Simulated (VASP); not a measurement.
Crystal: H.

```xyz
2
Lattice="-1.6915 1.6915 2.0585 1.6915 -1.6915 2.0585 1.6915 1.6915 -2.0585" Properties=species:S:1:pos:R:3 pbc="T T T"
H     0.0000    0.0000    0.3711
H     0.0000    0.0000    3.7459
```

- Program: VASP 6.6.1
- Task: relaxation of cell and atoms
- Functional: revPBE
- Potentials or basis: VASP PAW PBE potentials, release 64 (H)
- Cutoff: 600 eV
- k mesh: 11 × 11 × 11
- Occupations: fermi-dirac, width 0.05 eV
- Spin: no spin polarisation

At the start: pressure 1.1 GPa; volume 11.78 Å³/atom.

How do energy, volume and symmetry change on relaxing?

Over 17 steps the energy falls by 13.2 meV/atom and the volume is 16.93 Å³/atom (+43.7 %); space group I4/mmm (No. 139, to 0.05 Å).

Step by step:
```tsv
step	energy change (eV)	largest force (eV/Å)	pressure (GPa)	volume (Å³)
1	0.0000	0.0634	1.12	23.56
2	-0.0007	0.2734	0.52	23.84
3	-0.0009	0.1808	0.69	23.76
4	-0.0017	0.1776	0.67	23.90
5	-0.0041	0.1671	0.63	24.30
6	-0.0084	0.1429	0.56	25.11
7	-0.0156	0.0839	0.44	26.79
8	-0.0242	0.0791	0.32	30.39
9	-0.0177	0.5907	0.34	38.50
10	-0.0249	0.3317	0.41	33.18
11	-0.0261	0.1556	0.16	33.77
12	-0.0263	0.0331	0.00	34.20
13	-0.0263	0.0266	0.00	34.22
14	-0.0263	0.0207	-0.01	34.24
15	-0.0263	0.0202	-0.01	34.20
16	-0.0264	0.0161	-0.01	34.09
17	-0.0264	0.0084	-0.01	33.86
```

Final structure:
```
CELL_PARAMETERS angstrom
-1.91528 1.91528 2.30794
1.91528 -1.91528 2.30794
1.91528 1.91528 -2.30794
ATOMIC_POSITIONS crystal
H 0.08083 0.08083 0.00000
H 0.91917 0.91917 0.00000
```

Caveat: the volume moved by over 15 % at a fixed basis, so the end points are rough; the PAW data sets were made with another functional, which shifts forces and pressure a little.
